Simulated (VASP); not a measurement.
Set up this calculation in VASP 6.6.1, as the native input.

| Property | Result |
| --- | --- |
| Task | single point |
| Functional | PBEsol |
| Potentials or basis | VASP PAW PBE potentials, release 64 (W_sv) |
| Cutoff | 520 eV |
| k mesh | 11 × 11 × 11 |
| Occupations | fermi-dirac, width 0.05 eV |
| Spin | no spin polarisation |
| Dipole correction | no |
| Further INCAR settings | ALGO = Fast; EDIFF = 1e-06; NBANDS = 13 |

The structure of W lies in POSCAR:

```
W
1.0
    0.0119230000      2.0082280000      2.0318620000
    2.0297100000      0.0110640000      2.0327210000
    2.0541460000      2.0335240000     -0.0133730000
W
1
Direct
   -0.0067530000     -0.0087400000      0.0141000000
```

This cell differs from its parent crystal: the cell strained at random.

These files were run (other wordings do the same):

INCAR

```
SYSTEM = W
ALGO = Fast
EDIFF = 1E-6
ENCUT = 520
GGA = PS
ISIF = 2
ISMEAR = -1
LASPH = .TRUE.
LCHARG = .FALSE.
LREAL = .FALSE.
LWAVE = .FALSE.
NBANDS = 13
NELM = 100
PREC = Accurate
SIGMA = 0.05
```

KPOINTS

```
k-points
0
G
  11 11 11
  0 0 0
```

Potentials or basis: VASP PAW PBE potentials, release 64 (W_sv).

Run with:

```bash
$ cat potpaw_PBE.64/W_sv/POTCAR > POTCAR
$ mpirun -np 1 vasp_std > vasp.out
```

Results of the run:

```json
{
 "Pressure": "-12.3 GPa",
 "Band gap on the k mesh": "zero (band 7 reaches 12.77 eV, above the bottom of band 8 at 9.58 eV)"
}
```

Caveat: the cell differs from its parent crystal (the cell strained at random); the PAW data sets were made with another functional, which shifts forces and pressure a little; spin-orbit coupling is left out, which moves the levels of the heavy elements.

Wall time 2.5 min on 1 thread of Intel Xeon 8259CL, with other jobs on the host, peak memory 0.25 GiB.
